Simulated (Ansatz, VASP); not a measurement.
One calculation of Ag, two programs

```
Ag
1.0
     0.00000    2.10439    2.07375
     2.10439    0.00000    2.07375
     2.10439    2.10439    0.00000
Ag
1
Direct
  0.00000 0.00000 0.00000
```

Change from the starting cell: strain +0.030 along x and y, +0.015 along z, atoms carried along.

Alike in both runs: task single point; functional PBE; k mesh 10 × 10 × 10; occupations gaussian, width 0.15 eV; no spin polarisation.

```csv
,VASP,Ansatz
version,VASP 6.6.1,Ansatz 0.2.0
potentials or method,"VASP PAW PBE potentials, release 64 (Ag), cutoff 520 eV","scalar-relativistic, plane waves, PAW"
valence electrons in the cell,11,19
```

Ansatz gave:

```
gap on the k mesh at the Fermi level (eV)                     : none
pressure (GPa)                                                : -2.2
traceless stress, the component that is largest in VASP (GPa) : 0.11
```

Q: Estimate VASP's values.

A: gap on the k mesh at the Fermi level (eV): none; pressure (GPa): -2.3; traceless stress, the component that is largest in VASP (GPa): 0.10.

A gap of «none» marks a metal or a gap that the smearing closes. The functional is the same, so the differences come from potentials, cutoffs and numerics. VASP's potentials hold 11 valence electrons a cell and Ansatz's 19, so a difference there can come from the potentials and not from the codes.
